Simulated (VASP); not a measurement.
# Ti3Al (scan) (P-6m2) in VASP: a series of runs

Ti3Al (scan) is run at these levels: r2SCAN; tasks: single point.

Program: VASP 6.6.1. These are calculated values, not measurements. Logs are shortened: lines on timing, memory, paths and dates and some standing lists are left out, and cuts for length are marked.

### 1 The cell of the first run

It takes space group P-6m2 (No. 187, hexagonal). Conventional cell: a = 2.928 Å, b = 2.928 Å, c = 9.226 Å, α = 90.00°, β = 90.00°, γ = 120.00°. Ti (site symmetry -6m2) has 12 Ti at 2.86 to 2.93 Å within 3.8 Å. Ti (site symmetry 3m) has 9 Ti at 2.86 to 2.93 Å and 3 Al at 2.86 Å within 3.8 Å. Within 3.8 Å of Al (site symmetry -6m2) lie 6 Ti at 2.86 Å and 6 Al at 2.93 Å.

### 2 Single point, r2SCAN

POSCAR

```
Ti3Al
1.0
    2.9275422200      0.0000000000      0.0000000000
   -1.4637711100      2.5353259400      0.0000000000
    0.0000000000      0.0000000000      9.2263620000
Ti Al
3 1
Direct
    0.6666666700      0.3333333300      0.0000000000
    0.3333333300      0.6666666700      0.7505940000
    0.3333333300      0.6666666700      0.2494060000
    0.6666666700      0.3333333300      0.5000000000
```

INCAR.step1

```
ALGO = Normal
EDIFF = 1E-4
ENCUT = 520
GGA = PE
ISMEAR = 0
LASPH = T
LCHARG = F
LREAL = F
LWAVE = T
NBANDS = 28
NELM = 60
PREC = Accurate
SIGMA = 0.1
```

INCAR.step2

```
ALGO = Normal
EDIFF = 1E-6
ENCUT = 520
ISIF = 2
ISMEAR = 0
ISTART = 1
LASPH = T
LCHARG = T
LELF = T
LMIXTAU = T
LREAL = F
LVHAR = T
LWAVE = F
METAGGA = R2SCAN
NBANDS = 28
NELM = 60
PREC = Accurate
SIGMA = 0.1
```

KPOINTS

```
k-points
0
Gamma
  9 9 2
```

Potentials or basis: VASP PAW PBE potentials, release 64 (Ti_sv, Al).

On the command line:

```sh
cat potpaw_PBE.64/Ti_sv/POTCAR potpaw_PBE.64/Al/POTCAR > POTCAR
cp INCAR.step1 INCAR
mpirun -np 1 vasp_std > vasp.out
cp INCAR.step2 INCAR
mpirun -np 1 vasp_std > vasp.out
```

OUTCAR:

```text
EDIFF = 1E-6
   ENCUT = 520
   ISIF = 2
   ISMEAR = 0
   ISTART = 1
   LASPH = T
   LREAL = F
   METAGGA = R2SCAN
   NELM = 60
   PREC = Accurate

 ion  position               nearest neighbor table
   1  0.667  0.333  0.000-   2 2.86   3 2.86   2 2.86   3 2.86   2 2.86   3 2.86
   2  0.333  0.667  0.751-   1 2.86   1 2.86   1 2.86   4 2.86   4 2.86   4 2.86
   3  0.333  0.667  0.249-   1 2.86   1 2.86   1 2.86   4 2.86   4 2.86   4 2.86
   4  0.667  0.333  0.500-   2 2.86   3 2.86   2 2.86   3 2.86   2 2.86   3 2.86

  LATTYP: Found a hexagonal cell.
 ALAT       =     2.9275422200
 C/A-ratio  =     3.1515726526

  Lattice vectors:

 A1 = (   2.9275422200,   0.0000000000,   0.0000000000)
 A2 = (  -1.4637711100,   2.5353259400,   0.0000000000)
 A3 = (   0.0000000000,   0.0000000000,   9.2263620000)

Analysis of symmetry for initial positions (statically):
=====================================================================
 Subroutine PRICEL returns:
 Original cell was already a primitive cell.

 Routine SETGRP: Setting up the symmetry group for a
 hexagonal supercell.

 Subroutine GETGRP returns: Found 12 space group operations
 (whereof 12 operations were pure point group operations)
 out of a pool of 24 trial point group operations.

The static configuration has the point symmetry D_3h.

Analysis of symmetry for dynamics (positions and initial velocities):
=====================================================================
 Subroutine PRICEL returns:
 Original cell was already a primitive cell.

 Routine SETGRP: Setting up the symmetry group for a
 hexagonal supercell.

 Subroutine GETGRP returns: Found 12 space group operations
 (whereof 12 operations were pure point group operations)
 out of a pool of 24 trial point group operations.

The dynamic configuration has the point symmetry D_3h.

 Subroutine INISYM returns: Found 12 space group operations
 (whereof 12 operations are pure point group operations),
 and found     1 'primitive' translations

----------------------------------------------------------------------------------------

                                     Primitive cell

  volume of cell :      68.4806

[... 87 lines left out ...]
   LSORBIT =      F    spin-orbit coupling
   LASPH  =      T    aspherical Exc in radial PAW
   ENCUT  =  520.0 eV  38.22 Ry    6.18 a.u.   5.44  5.44 17.15*2*pi/ulx,y,z
   NELM   =     60;   NELMIN=  2; NELMDL=  0     # of ELM steps
   EDIFF  = 0.1E-05   stopping-criterion for ELM
   LREAL  =      F    real-space projection
   EDIFFG = 0.1E-04   stopping-criterion for IOM
   NSW    =      0    number of steps for IOM
   IBRION =     -1    ionic relax: 0-MD 1-quasi-New 2-CG
   NFREE  =      0    steps in history (QN), initial steepest desc. (CG)
   ISIF   =      2    stress and relaxation
   ISYM   =      2    0-nonsym 1-usesym 2-fastsym
   POTIM  = 0.5000    time-step for ionic-motion
   TEBEG  =    0.0;   TEEND  =   0.0 temperature during run
   PSTRESS=    0.0 pullay stress
   NELECT =      39.0000    total number of electrons
   NUPDOWN=      -1.0000    fix difference up-down
   EMIN   =  10.00;   EMAX   =-10.00  energy-range for DOS
   EFERMI =   0.00;   METHOD = LEGACY
   ISMEAR =     0;   SIGMA  =   0.10  broadening in eV -4-tet -1-fermi 0-gaus
   EFERMI_NEDOS =   21; number of points for ismear=-14 and -15
   IALGO  =     38    algorithm
   IMIX   =      4    mixing-type and parameters
     AMIX     =   0.40;   BMIX     =  1.00
     AMIX_MAG =   1.60;   BMIX_MAG =  1.00
  volume/ion in A,a.u.               =      17.12       115.53
  Fermi-wavevector in a.u.,A,eV,Ry     =   1.356981  2.564323 25.053746  1.841398
  Thomas-Fermi vector in A             =   2.483938
   LORBIT       =      0    0 simple, 1 ext, 2 COOP (PROOUT), +10 PAW based schemes
   METAGGA = R2SCAN    functional components
   LHFCALC =     F    Hartree Fock is set to
   AEXX    =    0.0000 exact exchange contribution
   IVDW    =     0    specifies the selected vdW correction
   LEPSILON=     F    determine dielectric tensor
   LRPA    =     F    only Hartree local field effects (RPA)
 non-spin polarized calculation
 Gauss-broadening in eV      SIGMA  =   0.10
  energy-cutoff  :      520.00
  volume of cell :       68.48
 maximum number of plane-waves:      1907
 NGX is ok and might be reduce to    24
   NGX = 11   NGY = 11   NGZ = 35

 number of electron      38.9999989 magnetization

 Free energy of the ion-electron system (eV)
  ---------------------------------------------------
  ext. energy  EPLUGINS =         0.00000000
  ---------------------------------------------------
  free energy    TOTEN  =       -46.14306641 eV

  energy without entropy =      -46.12229607  energy(sigma->0) =      -46.13268124

 E-fermi :   8.0402     XC(G=0): -12.0502

 val. band max:        8.0367435809   @ k =   0.2222  -0.0000   0.5000
 cond. band min:       8.0652902121   @ k =   0.3333   0.3333   0.5000
 fundamental gap:      0.0285466311
 Fermi energy:         8.0402355751

 k-point     1 :       0.0000    0.0000    0.0000
  band No.  band energies     occupation
      1     -51.0816      2.00000
      2     -51.0290      2.00000
      3     -50.9707      2.00000
      4     -26.5684      2.00000
      5     -26.3073      2.00000
      6     -26.0131      2.00000
[... 733 lines left out ...]
     27      11.4801      0.00000
     28      11.6798      0.00000

------------------------ aborting loop because EDIFF is reached ----------------------------------------

  FORCE on cell =-STRESS in cart. coord.  units (eV):
  Direction    XX          YY          ZZ          XY          YZ          ZX
  --------------------------------------------------------------------------------------
  -------------------------------------------------------------------------------------
  Total       -0.1576823     -0.1576823     -0.3401350     -0.0000000      0.0000000      0.0000000
  in kB       -3.6891478     -3.6891478     -7.9578259     -0.0000000      0.0000000      0.0000000
  external PRESSURE =      -5.1120405 kB  Pullay stress =       0.0000000 kB

 VOLUME and BASIS-vectors are now :
 -----------------------------------------------------------------------------
  energy-cutoff  :      520.00
  volume of cell :       68.48
      direct lattice vectors                 reciprocal lattice vectors
     2.927542220  0.000000000  0.000000000     0.341583460  0.197213302  0.000000000
    -1.463771110  2.535325940  0.000000000     0.000000000  0.394426604  0.000000000
     0.000000000  0.000000000  9.226362000     0.000000000  0.000000000  0.108385082

 POSITION                                       TOTAL-FORCE (eV/Angst)
 -----------------------------------------------------------------------------------
      1.46377      0.84511      0.00000         0.000000     -0.000000      0.000000
     -0.00000      1.69022      6.92525        -0.000000      0.000000     -0.013745
     -0.00000      1.69022      2.30111        -0.000000     -0.000000      0.013745
      1.46377      0.84511      4.61318        -0.000000      0.000000      0.000000
 -----------------------------------------------------------------------------------
    total drift:                                0.000024     -0.000014      0.000000

  FREE ENERGIE OF THE ION-ELECTRON SYSTEM (eV)
  ---------------------------------------------------
  free  energy   TOTEN  =       -46.1430664134 eV

  energy  without entropy=      -46.1222960673  energy(sigma->0) =      -46.13268124
```

It took 96 s on 1 thread of Intel Xeon 6975P-C (Granite Rapids), shared host; peak memory 0.21 GiB.

Results:

* Free energy: -46.1431 eV
* Pressure: -0.5 GPa
* Largest force: 0.014 eV/Å

Forces in eV/Å, atoms in the order of the input:
```
Ti   0.000  0.000  0.000
Ti   0.000  0.000 -0.014
Ti   0.000  0.000  0.014
Al   0.000  0.000  0.000
```

Levels at points of the mesh, in eV from the Fermi level:
| k point | band 17 | band 18 | band 19 | band 20 | band 21 | band 22 | band 23 | band 24 |
| --- | --- | --- | --- | --- | --- | --- | --- | --- |
| (0.00, 0.00, 0.00) | -0.93 | 0.38 | 0.78 | 0.92 | 0.92 | 1.01 | 1.01 | 1.33 |
| (0.00, 0.00, 0.50) | -1.15 | 0.36 | 0.83 | 0.92 | 0.92 | 1.01 | 1.01 | 1.34 |

Caveat: the PAW data sets were made with another functional, which shifts forces and pressure a little.

### 3 Single point, r2SCAN

This run uses another cell than the first one, of 17.01 Å³/atom, 0.993 times its volume.

POSCAR

```
Ti3Al
1.0
    2.9215400811      0.0000000000      0.0000000000
   -1.4607700406      2.5301279284      0.0000000000
    0.0000000000      0.0000000000      9.2021485639
Ti Al
3 1
Direct
    0.6666666667      0.3333333333      0.0000000000
    0.3333333333      0.6666666667      0.7503436032
    0.3333333333      0.6666666667      0.2496563968
    0.6666666667      0.3333333333      0.5000000000
```

INCAR.step1

```
SYSTEM = Ti3Al
ALGO = Normal
EDIFF = 1E-4
ENCUT = 520
GGA = PE
ISMEAR = 0
LASPH = .TRUE.
LCHARG = .FALSE.
LREAL = .FALSE.
LWAVE = .TRUE.
NBANDS = 28
NELM = 80
PREC = Accurate
SIGMA = 0.1
```

INCAR.step2

```
SYSTEM = Ti3Al
ALGO = Normal
EDIFF = 1E-6
ENCUT = 520
ISIF = 2
ISMEAR = 0
ISTART = 1
LASPH = .TRUE.
LCHARG = .FALSE.
LMIXTAU = .TRUE.
LREAL = .FALSE.
LWAVE = .FALSE.
METAGGA = R2SCAN
NBANDS = 28
NELM = 80
PREC = Accurate
SIGMA = 0.1
```

KPOINTS

```
k-points
0
G
  18 18 6
  0 0 0
```

Potentials or basis: VASP PAW PBE potentials, release 64 (Ti_sv, Al).

On the command line:

```sh
cat potpaw_PBE.64/Ti_sv/POTCAR potpaw_PBE.64/Al/POTCAR > POTCAR
cp INCAR.step1 INCAR
mpirun -np 1 vasp_std > vasp.out
cp INCAR.step2 INCAR
mpirun -np 1 vasp_std > vasp.out
```

OUTCAR:

```text
SYSTEM = Ti3Al
   EDIFF = 1E-6
   ENCUT = 520
   ISIF = 2
   ISMEAR = 0
   ISTART = 1
   LASPH = .TRUE.
   LREAL = .FALSE.
   METAGGA = R2SCAN
   NELM = 80
   PREC = Accurate

 ion  position               nearest neighbor table
   1  0.667  0.333  0.000-   2 2.85   3 2.85   2 2.85   3 2.85   2 2.85   3 2.85
   2  0.333  0.667  0.750-   1 2.85   1 2.85   1 2.85   4 2.86   4 2.86   4 2.86
   3  0.333  0.667  0.250-   1 2.85   1 2.85   1 2.85   4 2.86   4 2.86   4 2.86
   4  0.667  0.333  0.500-   2 2.86   3 2.86   2 2.86   3 2.86   2 2.86   3 2.86

  LATTYP: Found a hexagonal cell.
 ALAT       =     2.9215400811
 C/A-ratio  =     3.1497594791

  Lattice vectors:

 A1 = (   2.9215400811,   0.0000000000,   0.0000000000)
 A2 = (  -1.4607700406,   2.5301279284,   0.0000000000)
 A3 = (   0.0000000000,   0.0000000000,   9.2021485639)

Analysis of symmetry for initial positions (statically):
=====================================================================
 Subroutine PRICEL returns:
 Original cell was already a primitive cell.
[... 168 lines left out ...]
  ---------------------------------------------------
  ext. energy  EPLUGINS =         0.00000000
  ---------------------------------------------------
  free energy    TOTEN  =       -46.16398600 eV

  energy without entropy =      -46.14833239  energy(sigma->0) =      -46.15615920

 E-fermi :   8.0915     XC(G=0): -12.0827

 val. band max:        8.0903001748   @ k =   0.2222   0.2222   0.1667
 cond. band min:       8.0917647968   @ k =   0.2778   0.0556   0.5000
 fundamental gap:      0.0014646219
 Fermi energy:         8.0914870925

 k-point     1 :       0.0000    0.0000    0.0000
  band No.  band energies     occupation
      1     -51.0021      2.00000
      2     -50.9420      2.00000
      3     -50.8887      2.00000
      4     -26.4940      2.00000
      5     -26.2212      2.00000
      6     -25.9292      2.00000
[... 733 lines left out ...]
     27      11.2938      0.00000
     28      11.6404      0.00000

 [... further k-points ...]
[... 5 lines left out ...]
  --------------------------------------------------------------------------------------
  -------------------------------------------------------------------------------------
  Total        0.0781214      0.0781214      0.0778231     -0.0000000      0.0000000      0.0000000
  in kB        1.8400811      1.8400811      1.8330552     -0.0000000      0.0000000      0.0000000
  external PRESSURE =       1.8377391 kB  Pullay stress =       0.0000000 kB

 VOLUME and BASIS-vectors are now :
 -----------------------------------------------------------------------------
  energy-cutoff  :      520.00
  volume of cell :       68.02
      direct lattice vectors                 reciprocal lattice vectors
     2.921540081  0.000000000  0.000000000     0.342285224  0.197618466  0.000000000
    -1.460770041  2.530127928  0.000000000     0.000000000  0.395236932  0.000000000
     0.000000000  0.000000000  9.202148564     0.000000000  0.000000000  0.108670273

 POSITION                                       TOTAL-FORCE (eV/Angst)
 -----------------------------------------------------------------------------------
      1.46077      0.84338      0.00000         0.000000     -0.000000      0.000000
     -0.00000      1.68675      6.90477         0.000000     -0.000000     -0.014350
     -0.00000      1.68675      2.29738         0.000000     -0.000000      0.014350
      1.46077      0.84338      4.60107        -0.000000      0.000000      0.000000
 -----------------------------------------------------------------------------------
    total drift:                               -0.000003      0.000002      0.000000

  FREE ENERGIE OF THE ION-ELECTRON SYSTEM (eV)
  ---------------------------------------------------
  free  energy   TOTEN  =       -46.1639860022 eV

  energy  without entropy=      -46.1483323950  energy(sigma->0) =      -46.15615920
```

Wall time 8.1 min (1 thread of Intel Xeon 6975P-C (Granite Rapids), shared host); peak memory 0.36 GiB.

Results:

```yaml
Free_energy: -46.1640 eV
Pressure: 0.2 GPa
Largest_force: 0.014 eV/Å
```

Forces on the atoms (eV/Å):
```
Ti   0.000  0.000  0.000
Ti   0.000  0.000 -0.014
Ti   0.000  0.000  0.014
Al   0.000  0.000  0.000
```

Caveat: the PAW data sets were made with another functional, which shifts forces and pressure a little.
